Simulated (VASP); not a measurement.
# TiTe2 (Fm-3m) in VASP: a series of runs, part 3 of 3

VASP 6.6.1.

### Step 5. Single point, PBE (volume scaled by 1.020)

INCAR reads:

```
ALGO     = Normal         # electronic algorithm
EDIFF    = 1E-6           # SCF threshold, eV
ENCUT    = 520            # plane-wave cutoff, eV
GGA      = PE             # functional
ISIF     = 2              # what is computed and relaxed
ISMEAR   = 0              # smearing method
LASPH    = True           # aspherical terms in the spheres
LCHARG   = True           # write CHGCAR
LELF     = True           # ELF
LREAL    = False          # projectors in reciprocal space
LVHAR    = True         
LWAVE    = False          # write WAVECAR
NBANDS   = 19             # bands
NELM     = 80             # most SCF steps
PREC     = Accurate       # precision mode
SIGMA    = 0.05           # smearing width, eV
```

KPOINTS reads:

```
k-points
0
Gamma
  10 10 10
```

POSCAR reads:

```
TiTe2
1.0
    0.0000000000      3.4656601815      3.4656601815
    3.4656601815      0.0000000000      3.4656601815
    3.4656601815      3.4656601815      0.0000000000
Ti Te
1 2
Direct
    0.0000000000      0.0000000000      0.0000000000
    0.2500000000      0.2500000000      0.2500000000
    0.7500000000      0.7500000000      0.7500000000
```

Potentials or basis: VASP PAW PBE potentials, release 64 (Ti_sv, Te).

Run with:

```sh
> cat potpaw_PBE.64/Ti_sv/POTCAR potpaw_PBE.64/Te/POTCAR > POTCAR
> mpirun -np 1 vasp_std > vasp.out
```

OUTCAR:

```text
EDIFF = 1E-6
   ENCUT = 520
   GGA = PE
   ISIF = 2
   ISMEAR = 0
   LASPH = True
   LREAL = False
   NELM = 80
   PREC = Accurate

 ion  position               nearest neighbor table
   1  0.000  0.000  0.000-   3 3.00   3 3.00   3 3.00   2 3.00   3 3.00   2 3.00   2 3.00   2 3.00

   2  0.250  0.250  0.250-   1 3.00   1 3.00   1 3.00   1 3.00   3 3.47   3 3.47   3 3.47   3 3.47
                             3 3.47   3 3.47
   3  0.750  0.750  0.750-   1 3.00   1 3.00   1 3.00   1 3.00   2 3.47   2 3.47   2 3.47   2 3.47
                             2 3.47   2 3.47

  LATTYP: Found a face centered cubic cell.
 ALAT       =     6.9313203630

  Lattice vectors:

 A1 = (   0.0000000000,   3.4656601815,   3.4656601815)
 A2 = (   3.4656601815,   0.0000000000,   3.4656601815)
 A3 = (   3.4656601815,   3.4656601815,   0.0000000000)

Analysis of symmetry for initial positions (statically):
=====================================================================
 Subroutine PRICEL returns:
 Original cell was already a primitive cell.

 Routine SETGRP: Setting up the symmetry group for a
 face centered cubic supercell.

 Subroutine GETGRP returns: Found 48 space group operations
 (whereof 48 operations were pure point group operations)
 out of a pool of 48 trial point group operations.

The static configuration has the point symmetry O_h .

Analysis of symmetry for dynamics (positions and initial velocities):
=====================================================================
 Subroutine PRICEL returns:
 Original cell was already a primitive cell.

 Routine SETGRP: Setting up the symmetry group for a
 face centered cubic supercell.

 Subroutine GETGRP returns: Found 48 space group operations
 (whereof 48 operations were pure point group operations)
 out of a pool of 48 trial point group operations.

The dynamic configuration has the point symmetry O_h .

 Subroutine INISYM returns: Found 48 space group operations
 (whereof 48 operations are pure point group operations),
 and found     1 'primitive' translations

----------------------------------------------------------------------------------------

                                     Primitive cell

  volume of cell :      83.2507

  direct lattice vectors                    reciprocal lattice vectors
     0.000000000  3.465660182  3.465660182    -0.144272656  0.144272656  0.144272656
     3.465660182  0.000000000  3.465660182     0.144272656 -0.144272656  0.144272656
     3.465660182  3.465660182  0.000000000     0.144272656  0.144272656 -0.144272656

  length of vectors
     4.901183631  4.901183631  4.901183631     0.249887571  0.249887571  0.249887571

  position of ions in fractional coordinates (direct lattice)
     0.000000000  0.000000000  0.000000000
     0.250000000  0.250000000  0.250000000
     0.750000000  0.750000000  0.750000000

  ion indices of the primitive-cell ions
   primitive index   ion index
                 1           1
                 2           2
                 3           3

----------------------------------------------------------------------------------------

 KPOINTS: k-points

Automatic generation of k-mesh.
 Grid dimensions read from file:
 generate k-points for:   10   10   10

 Generating k-lattice:

  Cartesian coordinates                     Fractional coordinates (reciprocal lattice)
    -0.014427266  0.014427266  0.014427266     0.100000000  0.000000000  0.000000000
     0.014427266 -0.014427266  0.014427266     0.000000000  0.100000000  0.000000000
     0.014427266  0.014427266 -0.014427266     0.000000000  0.000000000  0.100000000

  Length of vectors
     0.024988757  0.024988757  0.024988757

  Shift w.r.t. Gamma in fractional coordinates (k-lattice)
     0.000000000  0.000000000  0.000000000

 Subroutine IBZKPT returns following result:
 ===========================================

 Found     47 irreducible k-points:

 Following reciprocal coordinates:
            Coordinates               Weight
  0.000000  0.000000  0.000000      1.000000
  0.100000  0.000000  0.000000      8.000000
  0.200000  0.000000  0.000000      8.000000
  0.300000  0.000000  0.000000      8.000000
  0.400000  0.000000  0.000000      8.000000
  0.500000  0.000000  0.000000      4.000000
[... 16 lines left out ...]
  0.300000  0.300000  0.000000      6.000000
  0.400000  0.300000  0.000000     24.000000
 [... further k-points ...]
   k-points           NKPTS =     47   k-points in BZ     NKDIM =     47   number of bands    NBANDS=     19
   number of dos      NEDOS =    301   number of ions     NIONS =      3
   total plane-waves  NPLWV =  46656
   dimension x,y,z NGX =    36 NGY =   36 NGZ =   36
   dimension x,y,z NGXF=    72 NGYF=   72 NGZF=   72
   ions per type =               1   2
   NGX,Y,Z   is equivalent  to a cutoff of  12.21, 12.21, 12.21 a.u.
   NGXF,Y,Z  is equivalent  to a cutoff of  24.42, 24.42, 24.42 a.u.
 SYSTEM =  unknown system
   PREC   = accura    normal or accurate (medium, high low for compatibility)
   ISTART =      0    job   : 0-new  1-cont  2-samecut
   ICHARG =      2    charge: 1-file 2-atom 10-const
   ISPIN  =      1    spin polarized calculation?
   LNONCOLLINEAR =      F non collinear calculations
   LSORBIT =      F    spin-orbit coupling
   LASPH  =      T    aspherical Exc in radial PAW
   ENCUT  =  520.0 eV  38.22 Ry    6.18 a.u.   9.11  9.11  9.11*2*pi/ulx,y,z
   NELM   =     80;   NELMIN=  2; NELMDL= -5     # of ELM steps
   EDIFF  = 0.1E-05   stopping-criterion for ELM
   LREAL  =      F    real-space projection
   EDIFFG = 0.1E-04   stopping-criterion for IOM
   NSW    =      0    number of steps for IOM
   IBRION =     -1    ionic relax: 0-MD 1-quasi-New 2-CG
   NFREE  =      0    steps in history (QN), initial steepest desc. (CG)
   ISIF   =      2    stress and relaxation
   ISYM   =      2    0-nonsym 1-usesym 2-fastsym
   POTIM  = 0.5000    time-step for ionic-motion
   TEBEG  =    0.0;   TEEND  =   0.0 temperature during run
   PSTRESS=    0.0 pullay stress
   NELECT =      24.0000    total number of electrons
   NUPDOWN=      -1.0000    fix difference up-down
   EMIN   =  10.00;   EMAX   =-10.00  energy-range for DOS
   EFERMI =   0.00;   METHOD = LEGACY
   ISMEAR =     0;   SIGMA  =   0.05  broadening in eV -4-tet -1-fermi 0-gaus
   EFERMI_NEDOS =   21; number of points for ismear=-14 and -15
   IALGO  =     38    algorithm
   IMIX   =      4    mixing-type and parameters
     AMIX     =   0.40;   BMIX     =  1.00
     AMIX_MAG =   1.60;   BMIX_MAG =  1.00
  volume/ion in A,a.u.               =      27.75       187.27
  Fermi-wavevector in a.u.,A,eV,Ry     =   1.081474  2.043689 15.913173  1.169585
  Thomas-Fermi vector in A             =   2.217491
   LORBIT       =      0    0 simple, 1 ext, 2 COOP (PROOUT), +10 PAW based schemes
   GGA     = PE    functional components
   LHFCALC =     F    Hartree Fock is set to
   AEXX    =    0.0000 exact exchange contribution
   IVDW    =     0    specifies the selected vdW correction
   LEPSILON=     F    determine dielectric tensor
   LRPA    =     F    only Hartree local field effects (RPA)
 non-spin polarized calculation
 Gauss-broadening in eV      SIGMA  =   0.05
  energy-cutoff  :      520.00
  volume of cell :       83.25
 maximum number of plane-waves:      2272
   NGX = 19   NGY = 19   NGZ = 19

 number of electron      23.9999993 magnetization

 Free energy of the ion-electron system (eV)
  ---------------------------------------------------
  ext. energy  EPLUGINS =         0.00000000
  ---------------------------------------------------
  free energy    TOTEN  =       -15.04043116 eV

  energy without entropy =      -15.03156960  energy(sigma->0) =      -15.03600038

 E-fermi :   7.0990     XC(G=0):  -9.6627

 val. band max:        7.0936020825   @ k =  -0.4000   0.4000   0.1000
 cond. band min:       7.1016871377   @ k =  -0.1000   0.1000   0.0000
 fundamental gap:      0.0080850551
 Fermi energy:         7.0989839358

 k-point     1 :       0.0000    0.0000    0.0000
  band No.  band energies     occupation
      1     -50.7582      2.00000
      2     -27.0049      2.00000
      3     -27.0049      2.00000
      4     -27.0049      2.00000
      5      -5.9488      2.00000
      6      -2.3207      2.00000
[... 505 lines left out ...]
      6      -3.4955      2.00000
[... 11 lines left out ...]
     18      10.0045      0.00000
     19      13.0310      0.00000

 [... further k-points ...]

------------------------ aborting loop because EDIFF is reached ----------------------------------------

  FORCE on cell =-STRESS in cart. coord.  units (eV):
  Direction    XX          YY          ZZ          XY          YZ          ZX
  --------------------------------------------------------------------------------------
  -------------------------------------------------------------------------------------
  Total       -0.6270122     -0.6270122     -0.6270122      0.0000000     -0.0000000      0.0000000
  in kB      -12.0669823    -12.0669823    -12.0669823      0.0000000     -0.0000000      0.0000000
  external PRESSURE =     -12.0669823 kB  Pullay stress =       0.0000000 kB

 VOLUME and BASIS-vectors are now :
 -----------------------------------------------------------------------------
  energy-cutoff  :      520.00
  volume of cell :       83.25
      direct lattice vectors                 reciprocal lattice vectors
     0.000000000  3.465660182  3.465660182    -0.144272656  0.144272656  0.144272656
     3.465660182  0.000000000  3.465660182     0.144272656 -0.144272656  0.144272656
     3.465660182  3.465660182  0.000000000     0.144272656  0.144272656 -0.144272656

 POSITION                                       TOTAL-FORCE (eV/Angst)
 -----------------------------------------------------------------------------------
      0.00000      0.00000      0.00000         0.000000      0.000000      0.000000
      1.73283      1.73283      1.73283         0.000000     -0.000000      0.000000
      5.19849      5.19849      5.19849        -0.000000     -0.000000     -0.000000
 -----------------------------------------------------------------------------------
    total drift:                               -0.000000      0.000000      0.000000

  FREE ENERGIE OF THE ION-ELECTRON SYSTEM (eV)
  ---------------------------------------------------
  free  energy   TOTEN  =       -15.0404311643 eV

  energy  without entropy=      -15.0315695990  energy(sigma->0) =      -15.03600038
```

Wall time 3.8 min (1 thread of AMD EPYC 7R13, shared host); peak memory 0.22 GiB.

Results:

* Free energy: -15.0404 eV
* Pressure: -1.2 GPa
* Band gap on the k mesh: zero (band 12 reaches 7.23 eV, above the bottom of band 13 at 6.95 eV)

Levels at points of the mesh, in eV from the Fermi level:
| k point | band 9 | band 10 | band 11 | band 12 | band 13 | band 14 | band 15 | band 16 |
| --- | --- | --- | --- | --- | --- | --- | --- | --- |
| (0.00, 0.00, 0.00) | -4.16 | -0.27 | -0.27 | -0.27 | -0.14 | -0.14 | 2.02 | 2.02 |
| (0.50, 0.00, 0.00) | -3.20 | -2.62 | -2.62 | -2.44 | 0.02 | 0.02 | 0.81 | 2.04 |
| (0.50, 0.50, 0.00) | -4.50 | -1.16 | -1.16 | -0.43 | 0.24 | 0.82 | 1.68 | 2.57 |

Caveat: spin-orbit coupling is left out, which moves the levels of the heavy elements.

### Step 6. The runs side by side

```tsv
cell	gap on the mesh (eV)	pressure (GPa)
a = 4.836 Å, angles 60.0°, 3 atoms	none	1.3
a = 4.869 Å, angles 60.0°, 3 atoms	none	0.0
a = 4.901 Å, angles 60.0°, 3 atoms	none	-1.2
```

Alike in all rows: task single point; level PBE; potentials or basis VASP PAW PBE potentials, release 64 (Ti_sv, Te); no spin polarisation; k mesh 10 × 10 × 10; cutoff (eV) 520; smearing gaussian 0.05 eV.

Caveats: spin-orbit coupling is left out, which moves the levels of the heavy elements.

Total energies depend on the potentials used, so only differences within one code and one set of settings carry meaning.
